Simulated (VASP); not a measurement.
# Si (Fd-3m) in VASP: a series of runs

Si is run at these levels: r2SCAN+D4; tasks: single point.

Everything below comes from runs of VASP 6.6.1. Logs are shortened: lines on timing, memory, paths and dates and some standing lists are left out, and cuts for length are marked.

**1. The cell of the first run**

It takes space group Fd-3m (No. 227, cubic). The conventional cell has a = 5.427 Å, b = 5.427 Å, c = 5.427 Å, α = 90.00°, β = 90.00°, γ = 90.00°. Si (site symmetry -43m) has 4 Si at 2.35 Å within 3.1 Å.

**2. Single point, r2SCAN+D4**

POSCAR

```
Si
1.0
    0.0000000000      2.7135600000      2.7135600000
    2.7135600000      0.0000000000      2.7135600000
    2.7135600000      2.7135600000      0.0000000000
Si
2
Direct
    0.7500000000      0.7500000000      0.7500000000
    0.5000000000      0.5000000000      0.5000000000
```

INCAR.step1

```
SYSTEM = Si
  ALGO = Normal
  EDIFF = 1E-5
  ENCUT = 550
  GGA = PE
  GGA_COMPAT = .False.
  ISMEAR = 0
  LASPH = .True.
  LCHARG = .False.
  LREAL = .False.
  LWAVE = .True.
  NBANDS = 11
  NELM = 120
  PREC = Accurate
  SIGMA = 0.01
```

INCAR.step2

```
SYSTEM = Si
  ALGO = Normal
  EDIFF = 1E-6
  ENCUT = 550
  GGA_COMPAT = .False.
  ISIF = 2
  ISMEAR = 0
  ISTART = 1
  IVDW = 13
  LASPH = .True.
  LCHARG = .False.
  LMIXTAU = .True.
  LREAL = .False.
  LWAVE = .False.
  METAGGA = R2SCAN
  NBANDS = 11
  NELM = 120
  PREC = Accurate
  SIGMA = 0.01
  VDW_A1 = 0.51559235
  VDW_A2 = 5.77342911
  VDW_S6 = 1.0
  VDW_S8 = 0.6018749
```

KPOINTS

```
k-points
0
Gamma
  6 6 6
  0 0 0
```

Potentials or basis: VASP PAW PBE potentials, release 64 (Si).

Command:

```sh
$ cat potpaw_PBE.64/Si/POTCAR > POTCAR
$ cp INCAR.step1 INCAR
$ mpirun -np 1 vasp_std > vasp.out
$ cp INCAR.step2 INCAR
$ mpirun -np 1 vasp_std > vasp.out
```

OUTCAR:

```text
SYSTEM = Si
   EDIFF = 1E-6
   ENCUT = 550
   ISIF = 2
   ISMEAR = 0
   ISTART = 1
   IVDW = 13
   LASPH = .True.
   LREAL = .False.
   METAGGA = R2SCAN
   NELM = 120
   PREC = Accurate

 ion  position               nearest neighbor table
   1  0.750  0.750  0.750-   2 2.35   2 2.35   2 2.35   2 2.35
   2  0.500  0.500  0.500-   1 2.35   1 2.35   1 2.35   1 2.35

  LATTYP: Found a face centered cubic cell.
 ALAT       =     5.4271200000

  Lattice vectors:

 A1 = (   0.0000000000,   2.7135600000,   2.7135600000)
 A2 = (   2.7135600000,   0.0000000000,   2.7135600000)
 A3 = (   2.7135600000,   2.7135600000,   0.0000000000)

Analysis of symmetry for initial positions (statically):
=====================================================================
 Subroutine PRICEL returns:
 Original cell was already a primitive cell.

 Routine SETGRP: Setting up the symmetry group for a
 face centered cubic supercell.

 Subroutine GETGRP returns: Found 48 space group operations
 (whereof 24 operations were pure point group operations)
 out of a pool of 48 trial point group operations.

The static configuration has the point symmetry T_d .
 The point group associated with its full space group is O_h .

Analysis of symmetry for dynamics (positions and initial velocities):
=====================================================================
 Subroutine PRICEL returns:
 Original cell was already a primitive cell.

 Routine SETGRP: Setting up the symmetry group for a
 face centered cubic supercell.

 Subroutine GETGRP returns: Found 48 space group operations
 (whereof 24 operations were pure point group operations)
 out of a pool of 48 trial point group operations.

The dynamic configuration has the point symmetry T_d .
 The point group associated with its full space group is O_h .

 Subroutine INISYM returns: Found 48 space group operations
 (whereof 24 operations are pure point group operations),
 and found     1 'primitive' translations

----------------------------------------------------------------------------------------

                                     Primitive cell

  volume of cell :      39.9621

  direct lattice vectors                    reciprocal lattice vectors
     0.000000000  2.713560000  2.713560000    -0.184259792  0.184259792  0.184259792
     2.713560000  0.000000000  2.713560000     0.184259792 -0.184259792  0.184259792
[... 83 lines left out ...]
   ISYM   =      2    0-nonsym 1-usesym 2-fastsym
   POTIM  = 0.5000    time-step for ionic-motion
   TEBEG  =    0.0;   TEEND  =   0.0 temperature during run
   PSTRESS=    0.0 pullay stress
   NELECT =       8.0000    total number of electrons
   NUPDOWN=      -1.0000    fix difference up-down
   EMIN   =  10.00;   EMAX   =-10.00  energy-range for DOS
   EFERMI =   0.00;   METHOD = LEGACY
   ISMEAR =     0;   SIGMA  =   0.01  broadening in eV -4-tet -1-fermi 0-gaus
   EFERMI_NEDOS =   21; number of points for ismear=-14 and -15
   IALGO  =     38    algorithm
   IMIX   =      4    mixing-type and parameters
     AMIX     =   0.40;   BMIX     =  1.00
     AMIX_MAG =   1.60;   BMIX_MAG =  1.00
  volume/ion in A,a.u.               =      19.98       134.84
  Fermi-wavevector in a.u.,A,eV,Ry     =   0.957684  1.809760 12.478691  0.917158
  Thomas-Fermi vector in A             =   2.086724
   LORBIT       =      0    0 simple, 1 ext, 2 COOP (PROOUT), +10 PAW based schemes
   METAGGA = R2SCAN    functional components
   LHFCALC =     F    Hartree Fock is set to
   AEXX    =    0.0000 exact exchange contribution
   IVDW    =    13    specifies the selected vdW correction
   LEPSILON=     F    determine dielectric tensor
   LRPA    =     F    only Hartree local field effects (RPA)
 non-spin polarized calculation
 Gauss-broadening in eV      SIGMA  =   0.01
  energy-cutoff  :      550.00
  volume of cell :       39.96
 maximum number of plane-waves:      1211
 NGX is ok and might be reduce to    30
   NGX = 15   NGY = 15   NGZ = 15

 number of electron       8.0000000 magnetization

 Free energy of the ion-electron system (eV)
  ---------------------------------------------------
  ext. energy  EPLUGINS =         0.00000000
  ---------------------------------------------------
  free energy    TOTEN  =       -17.52809806 eV

  energy without entropy =      -17.52809806  energy(sigma->0) =      -17.52809806

 E-fermi :   5.8920     XC(G=0):  -9.8591

 val. band max:        5.7644503185   @ k =   0.0000   0.0000   0.0000
 cond. band min:       6.6784909756   @ k =   0.5000   0.5000   0.0000
 fundamental gap:      0.9140406571
 Fermi energy:         5.8920223351

 k-point     1 :       0.0000    0.0000    0.0000
  band No.  band energies     occupation
      1      -6.7760      2.00000
      2       5.7644      2.00000
      3       5.7644      2.00000
      4       5.7645      2.00000
      5       8.5222      0.00000
      6       8.5222      0.00000
      7       8.5222      0.00000
      8       9.7797      0.00000
      9      13.8882      0.00000
     10      13.8882      0.00000
     11      14.4718      0.00000
[... 197 lines left out ...]
 k-point    16 :      -0.3333    0.5000    0.1667
  band No.  band energies     occupation
      1      -2.2736      2.00000
      2      -2.2736      2.00000
      3       1.9432      2.00000
      4       1.9432      2.00000
      5       8.7917      0.00000
      6       8.7917      0.00000
      7      13.0341      0.00000
      8      13.0341      0.00000
      9      17.0618      0.00000
     10      17.0618      0.00000
     11      19.5840      0.00000

------------------------ aborting loop because EDIFF is reached ----------------------------------------

  DFT-D4 for vdW energy calculation

  Edisp (eV):   -0.23851

  FORCE on cell =-STRESS in cart. coord.  units (eV):
  Direction    XX          YY          ZZ          XY          YZ          ZX
  --------------------------------------------------------------------------------------
  -------------------------------------------------------------------------------------
  Total      -0.01777    -0.01777    -0.01777     0.00000     0.00000    -0.00000
  in kB      -0.71242    -0.71242    -0.71242     0.00000     0.00000    -0.00000
  external pressure =       -0.71 kB  Pullay stress =        0.00 kB

 VOLUME and BASIS-vectors are now :
 -----------------------------------------------------------------------------
  energy-cutoff  :      550.00
  volume of cell :       39.96
      direct lattice vectors                 reciprocal lattice vectors
     0.000000000  2.713560000  2.713560000    -0.184259792  0.184259792  0.184259792
     2.713560000  0.000000000  2.713560000     0.184259792 -0.184259792  0.184259792
     2.713560000  2.713560000  0.000000000     0.184259792  0.184259792 -0.184259792

 POSITION                                       TOTAL-FORCE (eV/Angst)
 -----------------------------------------------------------------------------------
      4.07034      4.07034      4.07034        -0.000000      0.000000      0.000000
      2.71356      2.71356      2.71356         0.000000     -0.000000     -0.000000
 -----------------------------------------------------------------------------------
    total drift:                                0.000000     -0.000000     -0.000000

  FREE ENERGIE OF THE ION-ELECTRON SYSTEM (eV)
  ---------------------------------------------------
  free  energy   TOTEN  =       -17.7666091203 eV

  energy  without entropy=      -17.7666091203  energy(sigma->0) =      -17.76660912
```

OSZICAR.step1:

```text
N       E                     dE             d eps       ncg     rms          rms(c)
DAV:   1     0.890704504216E+01    0.89070E+01   -0.34618E+03   352   0.619E+02
DAV:   2    -0.104093782958E+02   -0.19316E+02   -0.18404E+02   486   0.848E+01
DAV:   3    -0.110004120805E+02   -0.59103E+00   -0.58935E+00   449   0.135E+01
DAV:   4    -0.110052002806E+02   -0.47882E-02   -0.47874E-02   438   0.160E+00
DAV:   5    -0.110052458488E+02   -0.45568E-04   -0.45568E-04   436   0.139E-01    0.491E+00
DAV:   6    -0.108768525531E+02    0.12839E+00   -0.72686E-02   403   0.111E+00    0.300E+00
DAV:   7    -0.108183199166E+02    0.58533E-01   -0.14011E-01   394   0.166E+00    0.187E-01
DAV:   8    -0.108196586464E+02   -0.13387E-02   -0.61448E-03   409   0.425E-01    0.819E-02
DAV:   9    -0.108198730362E+02   -0.21439E-03   -0.20278E-04   439   0.875E-02    0.598E-02
DAV:  10    -0.108198993929E+02   -0.26357E-04   -0.22628E-05   414   0.275E-02    0.570E-03
DAV:  11    -0.108199000409E+02   -0.64801E-06   -0.20706E-06   282   0.767E-03
   1 F= -.10819900E+02 E0= -.10819900E+02  d E =-.921736E-25
```

Run time: 15 s. Hardware: 1 thread of Intel Xeon 6975P-C (Granite Rapids), shared host; peak memory 0.16 GiB.

What came out:

| Property | Result |
| --- | --- |
| Free energy | -17.7666 eV |
| Pressure | -0.1 GPa |
| Band gap on the k mesh | 0.91 eV, indirect (least direct gap 2.76 eV) |
| Dispersion energy per atom | -0.119 eV |

Caveat: the PAW data sets were made with another functional, which shifts forces and pressure a little. A k mesh can miss the band edges.

**3. Single point, r2SCAN+D4**

This run uses another cell than the first one, of 20.38 Å³/atom, 1.020 times its volume.

POSCAR

```
Si
1.0
    0.0000000000      2.7315311198      2.7315311198
    2.7315311198      0.0000000000      2.7315311198
    2.7315311198      2.7315311198      0.0000000000
Si
2
Direct
    0.7500000000      0.7500000000      0.7500000000
    0.5000000000      0.5000000000      0.5000000000
```

INCAR.step1

```
SYSTEM = Si
ALGO = Normal ; EDIFF = 1E-5
ENCUT = 550 ; GGA = PE
GGA_COMPAT = .False. ; ISMEAR = 0
LASPH = .True. ; LCHARG = .False.
LREAL = .False. ; LWAVE = .True.
NBANDS = 11 ; NELM = 120
PREC = Accurate ; SIGMA = 0.01
```

INCAR.step2

```
SYSTEM = Si
ALGO = Normal ; EDIFF = 1E-6
ENCUT = 550 ; GGA_COMPAT = .False.
ISIF = 2 ; ISMEAR = 0
ISTART = 1 ; IVDW = 13
LASPH = .True. ; LCHARG = .True.
LELF = .True. ; LMIXTAU = .True.
LREAL = .False. ; LVHAR = .True.
LWAVE = .False. ; METAGGA = R2SCAN
NBANDS = 11 ; NELM = 120
PREC = Accurate ; SIGMA = 0.01
VDW_A1 = 0.51559235 ; VDW_A2 = 5.77342911
VDW_S6 = 1.0 ; VDW_S8 = 0.6018749
```

KPOINTS is that of step 2.

Potentials or basis: VASP PAW PBE potentials, release 64 (Si).

Command:

```sh
$ cat potpaw_PBE.64/Si/POTCAR > POTCAR
$ cp INCAR.step1 INCAR
$ mpirun -np 1 vasp_std > vasp.out
$ cp INCAR.step2 INCAR
$ mpirun -np 1 vasp_std > vasp.out
```

It took 15 s on 1 thread of Intel Xeon 6975P-C (Granite Rapids), shared host; peak memory 0.16 GiB.

It converged, with:

- Free energy: -17.7615 eV
- Pressure: -1.9 GPa
- Band gap on the k mesh: 0.95 eV, indirect (least direct gap 2.75 eV)
- Dispersion energy per atom: -0.117 eV

Levels at points of the mesh, in eV from the valence-band top:
```csv
k point,band 1,band 2,band 3,band 4,band 5,band 6,band 7,band 8,band 9
"(0.00, 0.00, 0.00)",-12.40,0.00,0.00,0.00,2.75,2.75,2.75,3.77,8.11
"(0.50, 0.00, 0.00)",-9.99,-7.18,-1.26,-1.26,1.82,3.59,3.59,8.30,11.11
"(0.50, 0.50, 0.00)",-8.10,-8.10,-2.96,-2.96,0.95,0.95,10.72,10.72,11.56
```

Caveat: the PAW data sets were made with another functional, which shifts forces and pressure a little.

**4. Single point, r2SCAN+D4**

This run uses another cell than the first one, of 20.78 Å³/atom, 1.040 times its volume.

POSCAR

```
Si
1.0
    0.0000000000      2.7492688318      2.7492688318
    2.7492688318      0.0000000000      2.7492688318
    2.7492688318      2.7492688318      0.0000000000
Si
2
Direct
    0.7500000000      0.7500000000      0.7500000000
    0.5000000000      0.5000000000      0.5000000000
```

INCAR.step1

```
ALGO = Normal
EDIFF = 1E-5
ENCUT = 550
GGA = PE
GGA_COMPAT = F
ISMEAR = 0
LASPH = T
LCHARG = F
LREAL = F
LWAVE = T
NBANDS = 11
NELM = 120
PREC = Accurate
SIGMA = 0.01
```

INCAR.step2

```
ALGO = Normal
EDIFF = 1E-6
ENCUT = 550
GGA_COMPAT = F
ISIF = 2
ISMEAR = 0
ISTART = 1
IVDW = 13
LASPH = T
LCHARG = F
LMIXTAU = T
LREAL = F
LWAVE = F
METAGGA = R2SCAN
NBANDS = 11
NELM = 120
PREC = Accurate
SIGMA = 0.01
VDW_A1 = 0.51559235
VDW_A2 = 5.77342911
VDW_S6 = 1.0
VDW_S8 = 0.6018749
```

KPOINTS

```
k-points
0
Gamma
  6 6 6
```

Command:

```sh
$ cat potpaw_PBE.64/Si/POTCAR > POTCAR
$ cp INCAR.step1 INCAR
$ mpirun -np 1 vasp_std > vasp.out
$ cp INCAR.step2 INCAR
$ mpirun -np 1 vasp_std > vasp.out
```

It took 15 s on 1 thread of Intel Xeon 6975P-C (Granite Rapids), shared host; peak memory 0.16 GiB.

It converged, with:

```
Free energy                : -17.7475 eV
Pressure                   : -3.6 GPa
Band gap on the k mesh     : 0.97 eV, indirect (least direct gap 2.74 eV)
Dispersion energy per atom : -0.115 eV
```

Levels at points of the mesh, in eV from the valence-band top:
| k point | band 1 | band 2 | band 3 | band 4 | band 5 | band 6 | band 7 | band 8 |
| --- | --- | --- | --- | --- | --- | --- | --- | --- |
| (0.00, 0.00, 0.00) | -12.27 | 0.00 | 0.00 | 0.00 | 2.74 | 2.74 | 2.74 | 3.54 |
| (0.50, 0.00, 0.00) | -9.91 | -7.09 | -1.24 | -1.24 | 1.74 | 3.60 | 3.60 | 8.27 |
| (0.50, 0.50, 0.00) | -8.04 | -8.04 | -2.91 | -2.91 | 0.99 | 0.99 | 10.54 | 10.54 |

Caveat: the PAW data sets were made with another functional, which shifts forces and pressure a little. r2SCAN opens gaps a little over a GGA but as a rule still falls short of measured ones.

**5. Single point, r2SCAN+D4**

This run uses another cell than the first one, of 21.18 Å³/atom, 1.060 times its volume.

POSCAR

```
Si
1.0
    0.0000000000      2.7667805704      2.7667805704
    2.7667805704      0.0000000000      2.7667805704
    2.7667805704      2.7667805704      0.0000000000
Si
2
Direct
    0.7500000000      0.7500000000      0.7500000000
    0.5000000000      0.5000000000      0.5000000000
```

INCAR.step1

```
SYSTEM = Si
PREC     = Accurate       ! precision mode
ENCUT    = 550            ! plane-wave cutoff, eV
ISMEAR   = 0              ! smearing method
SIGMA    = 0.01           ! smearing width, eV
LREAL    = .FALSE.        ! projectors in reciprocal space
LASPH    = .TRUE.         ! aspherical terms in the spheres
NELM     = 120            ! most SCF steps
NBANDS   = 11             ! bands
GGA      = PE             ! functional
ALGO     = Normal         ! electronic algorithm
EDIFF    = 1E-5           ! SCF threshold, eV
LWAVE    = .TRUE.         ! write WAVECAR
LCHARG   = .FALSE.        ! write CHGCAR
GGA_COMPAT= .FALSE.
```

INCAR.step2

```
SYSTEM = Si
PREC     = Accurate       ! precision mode
ENCUT    = 550            ! plane-wave cutoff, eV
EDIFF    = 1E-6           ! SCF threshold, eV
ISMEAR   = 0              ! smearing method
SIGMA    = 0.01           ! smearing width, eV
LREAL    = .FALSE.        ! projectors in reciprocal space
LASPH    = .TRUE.         ! aspherical terms in the spheres
NELM     = 120            ! most SCF steps
ALGO     = Normal         ! electronic algorithm
ISIF     = 2              ! what is computed and relaxed
LWAVE    = .FALSE.        ! write WAVECAR
LCHARG   = .FALSE.        ! write CHGCAR
METAGGA  = R2SCAN         ! meta-GGA
LMIXTAU  = .TRUE.       
IVDW     = 13             ! dispersion correction
VDW_S6   = 1.0          
VDW_S8   = 0.6018749    
VDW_A1   = 0.51559235   
VDW_A2   = 5.77342911   
NBANDS   = 11             ! bands
ISTART   = 1            
GGA_COMPAT= .FALSE.
```

KPOINTS

```
regular mesh
0
G
  6 6 6
  0 0 0
```

Command:

```sh
$ cat potpaw_PBE.64/Si/POTCAR > POTCAR
$ cp INCAR.step1 INCAR
$ mpirun -np 1 vasp_std > vasp.out
$ cp INCAR.step2 INCAR
$ mpirun -np 1 vasp_std > vasp.out
```

Wall time 15 s (1 thread of Intel Xeon 6975P-C (Granite Rapids), shared host); peak memory 0.16 GiB.

The run converged. Its results:

| Item | Value |
| --- | --- |
| Free energy | -17.7255 eV |
| Pressure | -5.1 GPa |
| Band gap on the k mesh | 1.00 eV, indirect (least direct gap 2.73 eV) |
| Dispersion energy per atom | -0.114 eV |

Levels at points of the mesh, in eV from the valence-band top:
| k point | band 2 | band 3 | band 4 | band 5 | band 6 | band 7 |
| --- | --- | --- | --- | --- | --- | --- |
| (0.00, 0.00, 0.00) | 0.00 | 0.00 | 0.00 | 2.73 | 2.73 | 2.73 |
| (0.50, 0.00, 0.00) | -7.00 | -1.22 | -1.22 | 1.67 | 3.61 | 3.61 |
| (0.50, 0.50, 0.00) | -7.97 | -2.86 | -2.86 | 1.02 | 1.02 | 10.37 |

Caveat: the PAW data sets were made with another functional, which shifts forces and pressure a little.

**6. Summary**

| cell | gap on the mesh (eV) | pressure (GPa) |
| --- | --- | --- |
| a = 3.838 Å, angles 60.0°, 2 atoms | 0.91 | -0.1 |
| a = 3.863 Å, angles 60.0°, 2 atoms | 0.95 | -1.9 |
| a = 3.888 Å, angles 60.0°, 2 atoms | 0.97 | -3.6 |
| a = 3.913 Å, angles 60.0°, 2 atoms | 1.00 | -5.1 |

Alike in all rows: task single point; level r2SCAN+D4; potentials or basis VASP PAW PBE potentials, release 64 (Si); no spin polarisation; k mesh 6 × 6 × 6; cutoff (eV) 550; smearing gaussian 0.01 eV.

Caveats: the PAW data sets were made with another functional, which shifts forces and pressure a little.

Absolute energies hang on the potentials; compare differences alone.
